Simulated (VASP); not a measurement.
A run of VASP 6.6.1 is set up as follows.

File INCAR:

```
ALGO     = Normal         # electronic algorithm
EDIFF    = 1E-6           # SCF threshold, eV
ENCUT    = 520            # plane-wave cutoff, eV
GGA      = CA             # functional
ISIF     = 2              # what is computed and relaxed
ISMEAR   = -1             # smearing method
LASPH    = T              # aspherical terms in the spheres
LCHARG   = T              # write CHGCAR
LELF     = T              # ELF
LREAL    = F              # projectors in reciprocal space
LVHAR    = T            
LWAVE    = F              # write WAVECAR
NBANDS   = 21             # bands
NELM     = 60             # most SCF steps
PREC     = Accurate       # precision mode
SIGMA    = 0.03           # smearing width, eV
```

File KPOINTS:

```
k-points
0
Gamma
  9 9 9
```

POSCAR

```
Sn
1.0
    0.0000000000      3.1806880000      3.2456000000
    3.1806880000      0.0000000000      3.2456000000
    3.1806880000      3.1806880000      0.0000000000
Sn
2
Direct
    0.5000000000      0.5000000000      0.5000000000
    0.7500000000      0.7500000000      0.7500000000
```

Potentials or basis: VASP PAW LDA potentials, release 64 (Sn_d).

Run with:

```sh
$ cat potpaw_LDA.64/Sn_d/POTCAR > POTCAR
$ mpirun -np 1 vasp_std > vasp.out
```

Question: What does it give for the band gap on the k mesh?

Answer: Zero (bands 14 and 15 overlap by 0.14 eV).

Question: What does it give for the pressure?

Answer: 1.6 GPa.

Stress tensor (GPa, compression positive):
```
1.82 0.00 0.00
0.00 1.82 0.00
0.00 0.00 1.12
```

Caveat: the cell differs from its parent crystal (equal xx and yy strain of -2 %); spin-orbit coupling is left out, which moves the levels of the heavy elements.
